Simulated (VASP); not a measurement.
# Sn (P6/mmm) in VASP: further runs

Runs on Sn. Level: LDA. Tasks: single point.

All numbers are computed with VASP 6.6.1; they aren't measurements. Logs are shortened: lines on timing, memory, paths and dates and some standing lists are left out, and cuts for length are marked.

## (1) The cell of the first run

Symmetry: P6/mmm, No. 191, hexagonal system. Conventional cell: a = 5.121 Å, b = 5.121 Å, c = 3.118 Å, α = 90.00°, β = 90.00°, γ = 120.00°. Sn (site symmetry 6/mmm) has 14 Sn at 3.12 to 3.34 Å within 4.1 Å. Within 3.9 Å of Sn (site symmetry -6m2) lie 11 Sn at 2.96 to 3.34 Å.

This isn't the form of Sn at room conditions, which is tetragonal (white tin).

## (2) Single point, LDA (23.61 Å³/atom)

The input, INCAR:

```
ALGO = Normal ; EDIFF = 1E-6
ENCUT = 520 ; ISIF = 2
ISMEAR = -1 ; LASPH = T
LCHARG = T ; LELF = T
LREAL = F ; LVHAR = T
LWAVE = F ; NBANDS = 28
NELM = 80 ; PREC = Accurate
SIGMA = 0.1
```

The input, KPOINTS:

```
k-points
0
Gamma
  8 8 11
```

The input, POSCAR:

```
Sn
1.0
    5.1213028203      0.0000000000      0.0000000000
   -2.5606514102      4.4351783429      0.0000000000
    0.0000000000      0.0000000000      3.1184718405
Sn
3
Direct
    1.0000000000      0.0000000000      0.0000000000
    0.3333333333      0.6666666667      0.5000000000
    0.6666666667      0.3333333333      0.5000000000
```

Potentials or basis: VASP PAW LDA potentials, release 64 (Sn_d).

Launch:

```bash
$ cat potpaw_LDA.64/Sn_d/POTCAR > POTCAR
$ mpirun -np 1 vasp_std > vasp.out
```

OUTCAR:

```text
EDIFF = 1E-6
   ENCUT = 520
   ISIF = 2
   ISMEAR = -1
   LASPH = T
   LREAL = F
   NELM = 80
   PREC = Accurate

 ion  position               nearest neighbor table
   1  0.000  0.000  0.000-   2 3.34   3 3.34   2 3.34   3 3.34   3 3.34   3 3.34   2 3.34   2 3.34
                             3 3.34   3 3.34   2 3.34   2 3.34
   2  0.333  0.667  0.500-   3 2.96   3 2.96   3 2.96   1 3.34   1 3.34   1 3.34   1 3.34   1 3.34
                             1 3.34
   3  0.667  0.333  0.500-   2 2.96   2 2.96   2 2.96   1 3.34   1 3.34   1 3.34   1 3.34   1 3.34
                             1 3.34

  LATTYP: Found a hexagonal cell.
 ALAT       =     5.1213028203
 C/A-ratio  =     0.6089215869

  Lattice vectors:

 A1 = (   5.1213028203,   0.0000000000,   0.0000000000)
 A2 = (  -2.5606514102,   4.4351783429,   0.0000000000)
 A3 = (   0.0000000000,   0.0000000000,   3.1184718405)

Analysis of symmetry for initial positions (statically):
=====================================================================
 Subroutine PRICEL returns:
 Original cell was already a primitive cell.

 Routine SETGRP: Setting up the symmetry group for a
 hexagonal supercell.

 Subroutine GETGRP returns: Found 24 space group operations
 (whereof 24 operations were pure point group operations)
 out of a pool of 24 trial point group operations.

The static configuration has the point symmetry D_6h.

Analysis of symmetry for dynamics (positions and initial velocities):
=====================================================================
 Subroutine PRICEL returns:
 Original cell was already a primitive cell.

 Routine SETGRP: Setting up the symmetry group for a
 hexagonal supercell.

 Subroutine GETGRP returns: Found 24 space group operations
 (whereof 24 operations were pure point group operations)
 out of a pool of 24 trial point group operations.

The dynamic configuration has the point symmetry D_6h.

 Subroutine INISYM returns: Found 24 space group operations
 (whereof 24 operations are pure point group operations),
 and found     1 'primitive' translations

----------------------------------------------------------------------------------------

                                     Primitive cell

  volume of cell :      70.8326

  direct lattice vectors                    reciprocal lattice vectors
     5.121302820  0.000000000  0.000000000     0.195262814  0.112735038  0.000000000
    -2.560651410  4.435178343  0.000000000     0.000000000  0.225470076  0.000000000
     0.000000000  0.000000000  3.118471840     0.000000000  0.000000000  0.320669883

  length of vectors
     5.121302820  5.121302820  3.118471840     0.225470076  0.225470076  0.320669883

  position of ions in fractional coordinates (direct lattice)
     0.000000000  0.000000000  0.000000000
     0.333333333  0.666666667  0.500000000
     0.666666667  0.333333333  0.500000000

  ion indices of the primitive-cell ions
   primitive index   ion index
                 1           1
                 2           2
                 3           3

----------------------------------------------------------------------------------------

 KPOINTS: k-points

Automatic generation of k-mesh.
 Grid dimensions read from file:
 generate k-points for:    8    8   11

 Generating k-lattice:

  Cartesian coordinates                     Fractional coordinates (reciprocal lattice)
     0.024407852  0.014091880  0.000000000     0.125000000  0.000000000  0.000000000
     0.000000000  0.028183760  0.000000000     0.000000000  0.125000000  0.000000000
     0.000000000  0.000000000  0.029151808     0.000000000  0.000000000  0.090909091

  Length of vectors
     0.028183760  0.028183760  0.029151808

  Shift w.r.t. Gamma in fractional coordinates (k-lattice)
     0.000000000  0.000000000  0.000000000

 Subroutine IBZKPT returns following result:
 ===========================================

 Found     60 irreducible k-points:

 Following reciprocal coordinates:
            Coordinates               Weight
  0.000000  0.000000  0.000000      1.000000
  0.125000  0.000000  0.000000      6.000000
  0.250000  0.000000  0.000000      6.000000
  0.375000  0.000000  0.000000      6.000000
  0.500000  0.000000  0.000000      3.000000
  0.125000  0.125000  0.000000      6.000000
[... 16 lines left out ...]
  0.250000  0.000000  0.181818     12.000000
  0.375000  0.000000  0.181818     12.000000
 [... further k-points ...]
   k-points           NKPTS =     60   k-points in BZ     NKDIM =     60   number of bands    NBANDS=     28
   number of dos      NEDOS =    301   number of ions     NIONS =      3
   total plane-waves  NPLWV =  38400
   dimension x,y,z NGX =    40 NGY =   40 NGZ =   24
   dimension x,y,z NGXF=    80 NGYF=   80 NGZF=   48
   ions per type =               3
   NGX,Y,Z   is equivalent  to a cutoff of  12.98, 12.98, 12.79 a.u.
   NGXF,Y,Z  is equivalent  to a cutoff of  25.97, 25.97, 25.59 a.u.
 SYSTEM =  unknown system
   PREC   = accura    normal or accurate (medium, high low for compatibility)
   ISTART =      0    job   : 0-new  1-cont  2-samecut
   ICHARG =      2    charge: 1-file 2-atom 10-const
   ISPIN  =      1    spin polarized calculation?
   LNONCOLLINEAR =      F non collinear calculations
   LSORBIT =      F    spin-orbit coupling
   LASPH  =      T    aspherical Exc in radial PAW
   ENCUT  =  520.0 eV  38.22 Ry    6.18 a.u.   9.52  9.52  5.80*2*pi/ulx,y,z
   NELM   =     80;   NELMIN=  2; NELMDL= -5     # of ELM steps
   EDIFF  = 0.1E-05   stopping-criterion for ELM
   LREAL  =      F    real-space projection
   EDIFFG = 0.1E-04   stopping-criterion for IOM
   NSW    =      0    number of steps for IOM
   IBRION =     -1    ionic relax: 0-MD 1-quasi-New 2-CG
   NFREE  =      0    steps in history (QN), initial steepest desc. (CG)
   ISIF   =      2    stress and relaxation
   ISYM   =      2    0-nonsym 1-usesym 2-fastsym
   POTIM  = 0.5000    time-step for ionic-motion
   TEBEG  =    0.0;   TEEND  =   0.0 temperature during run
   PSTRESS=    0.0 pullay stress
   NELECT =      42.0000    total number of electrons
   NUPDOWN=      -1.0000    fix difference up-down
   EMIN   =  10.00;   EMAX   =-10.00  energy-range for DOS
   EFERMI =   0.00;   METHOD = LEGACY
   ISMEAR =    -1;   SIGMA  =   0.10  broadening in eV -4-tet -1-fermi 0-gaus
   EFERMI_NEDOS =   21; number of points for ismear=-14 and -15
   IALGO  =     38    algorithm
   IMIX   =      4    mixing-type and parameters
     AMIX     =   0.40;   BMIX     =  1.00
     AMIX_MAG =   1.60;   BMIX_MAG =  1.00
  volume/ion in A,a.u.               =      23.61       159.33
  Fermi-wavevector in a.u.,A,eV,Ry     =   1.375351  2.599036 25.736640  1.891590
  Thomas-Fermi vector in A             =   2.500694
   LORBIT       =      0    0 simple, 1 ext, 2 COOP (PROOUT), +10 PAW based schemes
   GGA     = CA    functional components
   LHFCALC =     F    Hartree Fock is set to
   AEXX    =    0.0000 exact exchange contribution
   IVDW    =     0    specifies the selected vdW correction
   LEPSILON=     F    determine dielectric tensor
   LRPA    =     F    only Hartree local field effects (RPA)
 non-spin polarized calculation
  energy-cutoff  :      520.00
  volume of cell :       70.83
 maximum number of plane-waves:      1932
 NGX is ok and might be reduce to    40
   NGX = 19   NGY = 19   NGZ = 11

 number of electron      41.9999988 magnetization

 Free energy of the ion-electron system (eV)
  ---------------------------------------------------
  ext. energy  EPLUGINS =         0.00000000
  ---------------------------------------------------
  free energy    TOTEN  =       -13.18272880 eV

  energy without entropy =      -13.11796512  energy(sigma->0) =      -13.15034696

 E-fermi :   9.6325     XC(G=0): -11.2742

 val. band max:        9.6268265292   @ k =   0.1250   0.1250   0.0909
 cond. band min:       9.6552103364   @ k =   0.3750   0.1250   0.1818
 fundamental gap:      0.0283838072
 Fermi energy:         9.6324966659

 k-point     1 :       0.0000    0.0000    0.0000
  band No.  band energies     occupation
      1     -12.0635      2.00000
      2     -11.9666      2.00000
      3     -11.8985      2.00000
      4     -11.8985      2.00000
      5     -11.8388      2.00000
      6     -11.8388      2.00000
[... 20 lines left out ...]
     27      18.9361      0.00000
     28      19.0384      0.00000

 k-point     2 :       0.1250    0.0000    0.0000
  band No.  band energies     occupation
      1     -12.0594      2.00000
      2     -11.9687      2.00000
      3     -11.9005      2.00000
      4     -11.8971      2.00000
      5     -11.8718      2.00000
      6     -11.8575      2.00000
[... 20 lines left out ...]
     27      18.5149      0.00000
     28      18.6926      0.00000

 k-point     3 :       0.2500    0.0000    0.0000
  band No.  band energies     occupation
      1     -12.0486      2.00000
      2     -11.9761      2.00000
      3     -11.9246      2.00000
      4     -11.9055      2.00000
      5     -11.8935      2.00000
      6     -11.8899      2.00000
[... 20 lines left out ...]
     27      17.4318      0.00000
     28      18.1670      0.00000

 k-point     4 :       0.3750    0.0000    0.0000
  band No.  band energies     occupation
      1     -12.0364      2.00000
      2     -11.9901      2.00000
      3     -11.9555      2.00000
      4     -11.9191      2.00000
      5     -11.9105      2.00000
      6     -11.8882      2.00000
[... 578 lines left out ...]
     27      17.0599      0.00000
     28      18.7438      0.00000

 k-point    23 :       0.2500    0.0000    0.1818
  band No.  band energies     occupation
      1     -11.9690      2.00000
      2     -11.9439      2.00000
      3     -11.9307      2.00000
      4     -11.9111      2.00000
      5     -11.8961      2.00000
      6     -11.8758      2.00000
[... 20 lines left out ...]
     27      16.0189      0.00000
     28      18.0954      0.00000

 k-point    24 :       0.3750    0.0000    0.1818
  band No.  band energies     occupation
      1     -11.9706      2.00000
      2     -11.9506      2.00000
      3     -11.9455      2.00000
      4     -11.9115      2.00000
      5     -11.9052      2.00000
      6     -11.8676      2.00000
[... 20 lines left out ...]
     27      14.6788      0.00000
     28      17.0059      0.00000

 [... further k-points ...]

------------------------ aborting loop because EDIFF is reached ----------------------------------------

  FORCE on cell =-STRESS in cart. coord.  units (eV):
  Direction    XX          YY          ZZ          XY          YZ          ZX
  --------------------------------------------------------------------------------------
  -------------------------------------------------------------------------------------
  Total        3.4822758      3.4822758      1.5972154     -0.0000000      0.0000000      0.0000000
  in kB       78.7662869     78.7662869     36.1277310     -0.0000000      0.0000000      0.0000000
  external PRESSURE =      64.5534350 kB  Pullay stress =       0.0000000 kB

 VOLUME and BASIS-vectors are now :
 -----------------------------------------------------------------------------
  energy-cutoff  :      520.00
  volume of cell :       70.83
      direct lattice vectors                 reciprocal lattice vectors
     5.121302820  0.000000000  0.000000000     0.195262814  0.112735038  0.000000000
    -2.560651410  4.435178343  0.000000000     0.000000000  0.225470076  0.000000000
     0.000000000  0.000000000  3.118471840     0.000000000  0.000000000  0.320669883

 POSITION                                       TOTAL-FORCE (eV/Angst)
 -----------------------------------------------------------------------------------
      0.00000      0.00000      0.00000         0.000000      0.000000      0.000000
     -0.00000      2.95679      1.55924         0.000000     -0.000000      0.000000
      2.56065      1.47839      1.55924        -0.000000      0.000000     -0.000000
 -----------------------------------------------------------------------------------
    total drift:                               -0.000000      0.000000      0.000000

  FREE ENERGIE OF THE ION-ELECTRON SYSTEM (eV)
  ---------------------------------------------------
  free  energy   TOTEN  =       -13.1827287951 eV

  energy  without entropy=      -13.1179651156  energy(sigma->0) =      -13.15034696
```

Wall time 85 s (1 thread of Intel Xeon Platinum 8259CL at 2.50GHz (Skylake/Cascade Lake), shared host); peak memory 0.21 GiB.

What came out:

- Free energy: -13.1827 eV
- Pressure: 6.5 GPa
- Band gap on the k mesh: zero (bands 21 and 22 overlap by 4.77 eV)

Caveat: the cell stands under pressure; spin-orbit coupling is left out, which moves the levels of the heavy elements.

## (3) Single point, LDA (24.64 Å³/atom)

This run uses another cell than the first one, of 24.64 Å³/atom.

The input, INCAR:

```
SYSTEM = Sn
PREC = Accurate ; ENCUT = 520
EDIFF = 1E-6 ; ISMEAR = -1
SIGMA = 0.1 ; LREAL = .False.
LASPH = .True. ; NELM = 60
ALGO = Normal ; ISIF = 2
LWAVE = .False. ; LCHARG = .True.
LELF = .True. ; LVHAR = .True.
NBANDS = 28
```

The input, KPOINTS:

```
regular mesh
0
Gamma
  8 8 11
  0 0 0
```

The input, POSCAR:

```
Sn
1.0
    5.1944741750      0.0000000000      0.0000000000
   -2.5972370875      4.4985465949      0.0000000000
    0.0000000000      0.0000000000      3.1630274580
Sn
3
Direct
    1.0000000000      0.0000000000      0.0000000000
    0.3333333333      0.6666666667      0.5000000000
    0.6666666667      0.3333333333      0.5000000000
```

Potentials or basis: VASP PAW LDA potentials, release 64 (Sn_d).

Launch:

```bash
$ cat potpaw_LDA.64/Sn_d/POTCAR > POTCAR
$ mpirun -np 1 vasp_std > vasp.out
```

Wall time 83 s (1 thread of Intel Xeon Platinum 8259CL at 2.50GHz (Skylake/Cascade Lake), shared host); peak memory 0.22 GiB.

Results (log left out):

* Free energy: -13.2751 eV
* Pressure: 3.2 GPa
* Band gap on the k mesh: zero (bands 21 and 22 overlap by 4.51 eV)

Stress tensor (GPa, compression positive):
```
4.46 0.00 0.00
0.00 4.46 0.00
0.00 0.00 0.70
```

Levels at points of the mesh, in eV from the Fermi level:
| k point | band 19 | band 20 | band 21 | band 22 | band 23 | band 24 |
| --- | --- | --- | --- | --- | --- | --- |
| (0.00, 0.00, 0.00) | -2.85 | -2.85 | -2.73 | -2.73 | 3.16 | 6.96 |
| (0.50, 0.00, 0.00) | -4.94 | 1.39 | 1.53 | 2.90 | 3.16 | 4.45 |

Caveat: the cell stands under pressure; spin-orbit coupling is left out, which moves the levels of the heavy elements.

## (4) Single point, LDA (25.66 Å³/atom)

This run uses another cell than the first one, of 25.66 Å³/atom.

The input, INCAR:

```
ALGO = Normal
EDIFF = 1E-6
ENCUT = 520
GGA = CA
ISIF = 2
ISMEAR = -1
LASPH = T
LCHARG = F
LREAL = F
LWAVE = F
NBANDS = 28
NELM = 80
PREC = Accurate
SIGMA = 0.1
```

The input, KPOINTS:

```
k-points
0
Gamma
  8 8 11
```

The input, POSCAR:

```
Sn
1.0
    5.2656401989      0.0000000000      0.0000000000
   -2.6328200994      4.5601781794      0.0000000000
    0.0000000000      0.0000000000      3.2063619862
Sn
3
Direct
    1.0000000000      0.0000000000      0.0000000000
    0.3333333333      0.6666666667      0.5000000000
    0.6666666667      0.3333333333      0.5000000000
```

Launch:

```bash
$ cat potpaw_LDA.64/Sn_d/POTCAR > POTCAR
$ mpirun -np 1 vasp_std > vasp.out
```

Wall time 78 s (1 thread of Intel Xeon Platinum 8259CL at 2.50GHz (Skylake/Cascade Lake), shared host); peak memory 0.22 GiB.

It converged, with:

| Item | Value |
| --- | --- |
| Free energy | -13.3099 eV |
| Pressure | 0.5 GPa |
| Band gap on the k mesh | zero (bands 21 and 22 overlap by 4.26 eV) |

Stress tensor (GPa, compression positive):
```
 1.60  0.00  0.00
 0.00  1.60  0.00
 0.00  0.00 -1.68
```

Levels at points of the mesh, in eV from the Fermi level:
| k point | band 19 | band 20 | band 21 | band 22 | band 23 | band 24 |
| --- | --- | --- | --- | --- | --- | --- |
| (0.00, 0.00, 0.00) | -2.70 | -2.70 | -2.58 | -2.58 | 3.08 | 6.83 |
| (0.50, 0.00, 0.00) | -4.71 | 1.28 | 1.42 | 2.83 | 3.12 | 4.31 |

Caveat: spin-orbit coupling is left out, which moves the levels of the heavy elements.

## (5) Single point, LDA (26.69 Å³/atom)

This run uses another cell than the first one, of 26.69 Å³/atom.

The input, INCAR:

```
  ALGO = Normal
  EDIFF = 1E-6
  ENCUT = 520
  GGA = CA
  ISIF = 2
  ISMEAR = -1
  LASPH = True
  LCHARG = True
  LELF = True
  LREAL = False
  LVHAR = True
  LWAVE = False
  NBANDS = 28
  NELM = 60
  PREC = Accurate
  SIGMA = 0.1
```

KPOINTS is that of step 4.

The input, POSCAR:

```
Sn
1.0
    5.3349328846      0.0000000000      0.0000000000
   -2.6674664423      4.6201874056      0.0000000000
    0.0000000000      0.0000000000      3.2485557983
Sn
3
Direct
    1.0000000000      0.0000000000      0.0000000000
    0.3333333333      0.6666666667      0.5000000000
    0.6666666667      0.3333333333      0.5000000000
```

Launch:

```bash
$ cat potpaw_LDA.64/Sn_d/POTCAR > POTCAR
$ mpirun -np 1 vasp_std > vasp.out
```

It took 97 s on 1 thread of Intel Xeon Platinum 8259CL at 2.50GHz (Skylake/Cascade Lake), shared host; peak memory 0.22 GiB.

It converged, with:

| Item | Value |
| --- | --- |
| Free energy | -13.2985 eV |
| Pressure | -1.7 GPa |
| Band gap on the k mesh | zero (bands 21 and 22 overlap by 4.02 eV) |

Stress tensor (GPa, compression positive):
```
-0.74  0.00  0.00
 0.00 -0.74  0.00
 0.00  0.00 -3.56
```

Levels at points of the mesh, in eV from the Fermi level:
| k point | band 17 | band 18 | band 19 | band 20 | band 21 | band 22 | band 23 | band 24 | band 25 | band 26 |
| --- | --- | --- | --- | --- | --- | --- | --- | --- | --- | --- |
| (0.00, 0.00, 0.00) | -5.63 | -5.28 | -2.57 | -2.57 | -2.44 | -2.44 | 3.01 | 6.70 | 8.07 | 8.09 |
| (0.50, 0.00, 0.00) | -9.39 | -6.49 | -4.50 | 1.18 | 1.31 | 2.77 | 3.07 | 4.17 | 4.90 | 4.98 |

Caveat: spin-orbit coupling is left out, which moves the levels of the heavy elements.

## (6) The runs side by side

```tsv
cell	gap on the mesh (eV)	pressure (GPa)
a = 5.121, b = 5.121, c = 3.118 Å, angles 90.0, 90.0, 120.0°, 3 atoms	none	6.5
a = 5.194, b = 5.194, c = 3.163 Å, angles 90.0, 90.0, 120.0°, 3 atoms	none	3.2
a = 5.266, b = 5.266, c = 3.206 Å, angles 90.0, 90.0, 120.0°, 3 atoms	none	0.5
a = 5.335, b = 5.335, c = 3.249 Å, angles 90.0, 90.0, 120.0°, 3 atoms	none	-1.7
```

Alike in all rows: task single point; level LDA; potentials or basis VASP PAW LDA potentials, release 64 (Sn_d); no spin polarisation; k mesh 8 × 8 × 11; cutoff (eV) 520; smearing fermi-dirac 0.1 eV.

Caveats: spin-orbit coupling is left out, which moves the levels of the heavy elements; the cell stands under pressure (at least some runs).

Absolute energies hang on the potentials; compare differences alone.
